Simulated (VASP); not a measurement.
# CdSe (P6_3mc) in VASP: further runs

Runs on CdSe. Level: r2SCAN. Tasks: single point.

Program: VASP 6.6.1. These are calculated values, not measurements. Logs are shortened: lines on timing, memory, paths and dates and some standing lists are left out, and cuts for length are marked.

### Step 1. The cell of the first run

Symmetry: P6_3mc, No. 186, hexagonal system. The conventional cell has a = 4.340 Å, b = 4.340 Å, c = 7.078 Å, α = 90.00°, β = 90.00°, γ = 120.00°. Cd (site symmetry 3m) has 4 Se at 2.66 Å within 3.5 Å. Within 3.5 Å of Se (site symmetry 3m) lie 4 Cd at 2.66 Å.

### Step 2. Single point, r2SCAN

Contents of POSCAR:

```
CdSe
1.0
    4.3399219990      0.0000000000      0.0000000000
   -2.1699609995      3.7584827016      0.0000000000
    0.0000000000      0.0000000000      7.0783849700
Cd Se
2 2
Direct
    0.3333333333      0.6666666667      0.0000547036
    0.6666666667      0.3333333333      0.5000547036
    0.3333333333      0.6666666667      0.3759452964
    0.6666666667      0.3333333333      0.8759452964
```

Contents of INCAR.step1:

```
SYSTEM = CdSe
PREC = Accurate ; ENCUT = 520
ISMEAR = 0 ; SIGMA = 0.02
LREAL = .False. ; LASPH = .True.
NELM = 60 ; NBANDS = 26
GGA = PE ; ALGO = Normal
EDIFF = 1E-4 ; LWAVE = .True.
LCHARG = .False.
```

Contents of INCAR.step2:

```
SYSTEM = CdSe
PREC = Accurate ; ENCUT = 520
EDIFF = 1E-6 ; ISMEAR = 0
SIGMA = 0.02 ; LREAL = .False.
LASPH = .True. ; NELM = 60
ALGO = Normal ; ISIF = 2
LWAVE = .False. ; LCHARG = .True.
METAGGA = R2SCAN ; LMIXTAU = .True.
LELF = .True. ; LVHAR = .True.
NBANDS = 26 ; ISTART = 1
```

Contents of KPOINTS:

```
regular mesh
0
Gamma
  9 9 4
  0 0 0
```

Potentials or basis: VASP PAW PBE potentials, release 64 (Cd, Se).

The run is started by

```
$ cat potpaw_PBE.64/Cd/POTCAR potpaw_PBE.64/Se/POTCAR > POTCAR
$ cp INCAR.step1 INCAR
$ mpirun -np 1 vasp_std > vasp.out
$ cp INCAR.step2 INCAR
$ mpirun -np 1 vasp_std > vasp.out
```

OUTCAR:

```text
SYSTEM = CdSe
   PREC = Accurate
   ENCUT = 520
   EDIFF = 1E-6
   ISMEAR = 0
   LREAL = .False.
   LASPH = .True.
   NELM = 60
   ISIF = 2
   METAGGA = R2SCAN
   ISTART = 1

 ion  position               nearest neighbor table
   1  0.333  0.667  0.000-   4 2.66   4 2.66   4 2.66   3 2.66
   2  0.667  0.333  0.500-   3 2.66   3 2.66   3 2.66   4 2.66
   3  0.333  0.667  0.376-   2 2.66   2 2.66   2 2.66   1 2.66
   4  0.667  0.333  0.876-   1 2.66   1 2.66   1 2.66   2 2.66

  LATTYP: Found a hexagonal cell.
 ALAT       =     4.3399219990
 C/A-ratio  =     1.6309935920

  Lattice vectors:

 A1 = (   4.3399219990,   0.0000000000,   0.0000000000)
 A2 = (  -2.1699609995,   3.7584827016,   0.0000000000)
 A3 = (   0.0000000000,   0.0000000000,   7.0783849700)

Analysis of symmetry for initial positions (statically):
=====================================================================
 Subroutine PRICEL returns:
 Original cell was already a primitive cell.

 Routine SETGRP: Setting up the symmetry group for a
 hexagonal supercell.

 Subroutine GETGRP returns: Found 12 space group operations
 (whereof  6 operations were pure point group operations)
 out of a pool of 24 trial point group operations.

The static configuration has the point symmetry C_3v.
 The point group associated with its full space group is C_6v.

Analysis of symmetry for dynamics (positions and initial velocities):
=====================================================================
 Subroutine PRICEL returns:
 Original cell was already a primitive cell.

 Routine SETGRP: Setting up the symmetry group for a
 hexagonal supercell.

 Subroutine GETGRP returns: Found 12 space group operations
 (whereof  6 operations were pure point group operations)
 out of a pool of 24 trial point group operations.

The dynamic configuration has the point symmetry C_3v.
 The point group associated with its full space group is C_6v.

 Subroutine INISYM returns: Found 12 space group operations
 (whereof  6 operations are pure point group operations),
 and found     1 'primitive' translations

----------------------------------------------------------------------------------------

                                     Primitive cell

  volume of cell :     115.4592

  direct lattice vectors                    reciprocal lattice vectors
     4.339921999  0.000000000  0.000000000     0.230418888  0.133032407  0.000000000
    -2.169961000  3.758482702  0.000000000     0.000000000  0.266064814  0.000000000
     0.000000000  0.000000000  7.078384970     0.000000000  0.000000000  0.141275164

  length of vectors
     4.339921999  4.339921999  7.078384970     0.266064814  0.266064814  0.141275164

  position of ions in fractional coordinates (direct lattice)
     0.333333333  0.666666667  0.000054704
     0.666666667  0.333333333  0.500054704
     0.333333333  0.666666667  0.375945296
     0.666666667  0.333333333  0.875945296

  ion indices of the primitive-cell ions
   primitive index   ion index
                 1           1
                 2           2
                 3           3
                 4           4

----------------------------------------------------------------------------------------

 KPOINTS: regular mesh

Automatic generation of k-mesh.
 Grid dimensions read from file:
 generate k-points for:    9    9    4

 Generating k-lattice:

  Cartesian coordinates                     Fractional coordinates (reciprocal lattice)
     0.025602099  0.014781379  0.000000000     0.111111111 -0.000000000  0.000000000
     0.000000000  0.029562757  0.000000000     0.000000000  0.111111111  0.000000000
     0.000000000  0.000000000  0.035318791     0.000000000  0.000000000  0.250000000

  Length of vectors
     0.029562757  0.029562757  0.035318791

  Shift w.r.t. Gamma in fractional coordinates (k-lattice)
     0.000000000  0.000000000  0.000000000

 Subroutine IBZKPT returns following result:
 ===========================================

 Found     36 irreducible k-points:

 Following reciprocal coordinates:
            Coordinates               Weight
  0.000000  0.000000  0.000000      1.000000
  0.111111  0.000000  0.000000      6.000000
  0.222222  0.000000  0.000000      6.000000
  0.333333 -0.000000  0.000000      6.000000
  0.444444  0.000000  0.000000      6.000000
  0.111111  0.111111  0.000000      6.000000
[... 16 lines left out ...]
  0.333333  0.222222  0.250000     24.000000
  0.333333  0.333333  0.250000      4.000000
 [... further k-points ...]
   k-points           NKPTS =     36   k-points in BZ     NKDIM =     36   number of bands    NBANDS=     26
   number of dos      NEDOS =    301   number of ions     NIONS =      4
   total plane-waves  NPLWV =  55296
   dimension x,y,z NGX =    32 NGY =   32 NGZ =   54
   dimension x,y,z NGXF=    64 NGYF=   64 NGZF=  108
   ions per type =               2   2
   NGX,Y,Z   is equivalent  to a cutoff of  12.26, 12.26, 12.68 a.u.
   NGXF,Y,Z  is equivalent  to a cutoff of  24.52, 24.52, 25.37 a.u.
 SYSTEM =  CdSe
   PREC   = accura    normal or accurate (medium, high low for compatibility)
   ISTART =      1    job   : 0-new  1-cont  2-samecut
   ICHARG =      0    charge: 1-file 2-atom 10-const
   ISPIN  =      1    spin polarized calculation?
   LNONCOLLINEAR =      F non collinear calculations
   LSORBIT =      F    spin-orbit coupling
   LASPH  =      T    aspherical Exc in radial PAW
   ENCUT  =  520.0 eV  38.22 Ry    6.18 a.u.   8.07  8.07 13.16*2*pi/ulx,y,z
   NELM   =     60;   NELMIN=  2; NELMDL=  0     # of ELM steps
   EDIFF  = 0.1E-05   stopping-criterion for ELM
   LREAL  =      F    real-space projection
   EDIFFG = 0.1E-04   stopping-criterion for IOM
   NSW    =      0    number of steps for IOM
   IBRION =     -1    ionic relax: 0-MD 1-quasi-New 2-CG
   NFREE  =      0    steps in history (QN), initial steepest desc. (CG)
   ISIF   =      2    stress and relaxation
   ISYM   =      2    0-nonsym 1-usesym 2-fastsym
   POTIM  = 0.5000    time-step for ionic-motion
   TEBEG  =    0.0;   TEEND  =   0.0 temperature during run
   PSTRESS=    0.0 pullay stress
   NELECT =      36.0000    total number of electrons
   NUPDOWN=      -1.0000    fix difference up-down
   EMIN   =  10.00;   EMAX   =-10.00  energy-range for DOS
   EFERMI =   0.00;   METHOD = LEGACY
   ISMEAR =     0;   SIGMA  =   0.02  broadening in eV -4-tet -1-fermi 0-gaus
   EFERMI_NEDOS =   21; number of points for ismear=-14 and -15
   IALGO  =     38    algorithm
   IMIX   =      4    mixing-type and parameters
     AMIX     =   0.40;   BMIX     =  1.00
     AMIX_MAG =   1.60;   BMIX_MAG =  1.00
  volume/ion in A,a.u.               =      28.86       194.79
  Fermi-wavevector in a.u.,A,eV,Ry     =   1.110110  2.097804 16.767068  1.232345
  Thomas-Fermi vector in A             =   2.246658
   LORBIT       =      0    0 simple, 1 ext, 2 COOP (PROOUT), +10 PAW based schemes
   METAGGA = R2SCAN    functional components
   LHFCALC =     F    Hartree Fock is set to
   AEXX    =    0.0000 exact exchange contribution
   IVDW    =     0    specifies the selected vdW correction
   LEPSILON=     F    determine dielectric tensor
   LRPA    =     F    only Hartree local field effects (RPA)
 non-spin polarized calculation
 Gauss-broadening in eV      SIGMA  =   0.02
  energy-cutoff  :      520.00
  volume of cell :      115.46
 maximum number of plane-waves:      3126
   NGX = 17   NGY = 17   NGZ = 27

 number of electron      36.0000001 magnetization

 Free energy of the ion-electron system (eV)
  ---------------------------------------------------
  ext. energy  EPLUGINS =         0.00000000
  ---------------------------------------------------
  free energy    TOTEN  =       -71.83269562 eV

  energy without entropy =      -71.83269562  energy(sigma->0) =      -71.83269562

 E-fermi :   0.5769     XC(G=0):  -9.2972

 val. band max:        0.4436525608   @ k =   0.0000   0.0000   0.0000
 cond. band min:       1.5377161278   @ k =   0.0000   0.0000   0.0000
 fundamental gap:      1.0940635670
 Fermi energy:         0.5768580129

 k-point     1 :       0.0000    0.0000    0.0000
  band No.  band energies     occupation
      1     -12.4351      2.00000
      2     -12.0728      2.00000
      3      -7.6318      2.00000
      4      -7.6260      2.00000
      5      -7.6260      2.00000
      6      -7.5575      2.00000
[... 18 lines left out ...]
     25       7.9955      0.00000
     26       8.4980      0.00000

 k-point     2 :       0.1111    0.0000    0.0000
  band No.  band energies     occupation
      1     -12.3983      2.00000
      2     -12.0560      2.00000
      3      -7.6206      2.00000
      4      -7.6125      2.00000
      5      -7.5951      2.00000
      6      -7.5405      2.00000
[... 18 lines left out ...]
     25       8.2658      0.00000
     26       8.2880      0.00000

 k-point     3 :       0.2222    0.0000    0.0000
  band No.  band energies     occupation
      1     -12.3018      2.00000
      2     -12.0158      2.00000
      3      -7.5908      2.00000
      4      -7.5811      2.00000
      5      -7.5132      2.00000
      6      -7.4923      2.00000
[... 18 lines left out ...]
     25       8.1878      0.00000
     26       8.9343      0.00000

 k-point     4 :       0.3333   -0.0000    0.0000
  band No.  band energies     occupation
      1     -12.1828      2.00000
      2     -11.9778      2.00000
      3      -7.5629      2.00000
      4      -7.5523      2.00000
      5      -7.4464      2.00000
      6      -7.4401      2.00000
[... 18 lines left out ...]
     25       8.7256      0.00000
     26       9.2226      0.00000
[... 496 lines left out ...]
      1     -12.0995      2.00000
      2     -11.9870      2.00000
      3      -7.5385      2.00000
      4      -7.5227      2.00000
      5      -7.4558      2.00000
      6      -7.4395      2.00000
[... 18 lines left out ...]
     25       8.4187      0.00000
     26       9.4304      0.00000

 k-point    23 :       0.3333    0.2222    0.2500
  band No.  band energies     occupation
      1     -12.0320      2.00000
      2     -11.9756      2.00000
      3      -7.5339      2.00000
      4      -7.4977      2.00000
      5      -7.4464      2.00000
      6      -7.4180      2.00000
[... 18 lines left out ...]
     25       9.0273      0.00000
     26       9.5836      0.00000

 k-point    24 :       0.3333    0.3333    0.2500
  band No.  band energies     occupation
      1     -11.9904      2.00000
      2     -11.9904      2.00000
      3      -7.5358      2.00000
      4      -7.4633      2.00000
      5      -7.4633      2.00000
      6      -7.4122      2.00000
[... 18 lines left out ...]
     25       9.6429      0.00000
     26       9.6429      0.00000

 [... further k-points ...]

------------------------ aborting loop because EDIFF is reached ----------------------------------------

  FORCE on cell =-STRESS in cart. coord.  units (eV):
  Direction    XX          YY          ZZ          XY          YZ          ZX
  --------------------------------------------------------------------------------------
  -------------------------------------------------------------------------------------
  Total        0.1754123      0.1754123      0.1785400      0.0000000      0.0000000      0.0000000
  in kB        2.4341203      2.4341203      2.4775223      0.0000000      0.0000000      0.0000000
  external PRESSURE =       2.4485876 kB  Pullay stress =       0.0000000 kB

 VOLUME and BASIS-vectors are now :
 -----------------------------------------------------------------------------
  energy-cutoff  :      520.00
  volume of cell :      115.46
      direct lattice vectors                 reciprocal lattice vectors
     4.339921999  0.000000000  0.000000000     0.230418888  0.133032407  0.000000000
    -2.169961000  3.758482702  0.000000000     0.000000000  0.266064814  0.000000000
     0.000000000  0.000000000  7.078384970     0.000000000  0.000000000  0.141275164

 POSITION                                       TOTAL-FORCE (eV/Angst)
 -----------------------------------------------------------------------------------
     -0.00000      2.50566      0.00039        -0.000000      0.000000      0.000478
      2.16996      1.25283      3.53958         0.000000     -0.000000      0.000478
     -0.00000      2.50566      2.66109         0.000000     -0.000000     -0.000478
      2.16996      1.25283      6.20028         0.000000      0.000000     -0.000478
 -----------------------------------------------------------------------------------
    total drift:                               -0.000000      0.000000     -0.003244

  FREE ENERGIE OF THE ION-ELECTRON SYSTEM (eV)
  ---------------------------------------------------
  free  energy   TOTEN  =       -71.8326956186 eV

  energy  without entropy=      -71.8326956186  energy(sigma->0) =      -71.83269562
```

Wall time 2.3 min (1 thread of Intel Xeon 6975P-C (Granite Rapids), shared host); peak memory 0.29 GiB.

What came out:

```yaml
Free_energy: -71.8327 eV
Pressure: 0.2 GPa
Band_gap_on_the_k_mesh: 1.09 eV
```

Caveat: the PAW data sets were made with another functional, which shifts forces and pressure a little.

[end of part 1 of 2]
